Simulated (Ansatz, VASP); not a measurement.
## Two plane-wave programs on Te

```
Te
1.0
     2.23285    1.28914    1.73884
    -2.23285    1.28914    1.73884
     0.00000   -2.57828    1.73884
Te
1
Direct
  0.50000 0.50000 0.50000
```

Alike in both runs: task single point; functional PBE; k mesh 15 × 15 × 15; occupations gaussian, width 0.1 eV; no spin polarisation.

|  | VASP | Ansatz |
| --- | --- | --- |
| version | VASP 6.6.1 | Ansatz 0.2.0 |
| potentials or method | VASP PAW PBE potentials, release 64 (Te), cutoff 520 eV | scalar-relativistic, plane waves, PAW |
| valence electrons in the cell | 6 | 16 |

```csv
,VASP,Ansatz,Ansatz less VASP
gap on the k mesh at the Fermi level (eV),none,none,-
pressure (GPa),5.2,5.2,+0.03
"traceless stress, the component that is largest in VASP (GPa)",-0.16,-0.16,+0.003
```

A gap of «none» marks a metal or a gap that the smearing closes. The functional is the same, so the differences come from potentials, cutoffs and numerics. VASP's potentials hold 6 valence electrons a cell and Ansatz's 16, so a difference there can come from the potentials and not from the codes.

Neither program's run includes spin-orbit coupling.
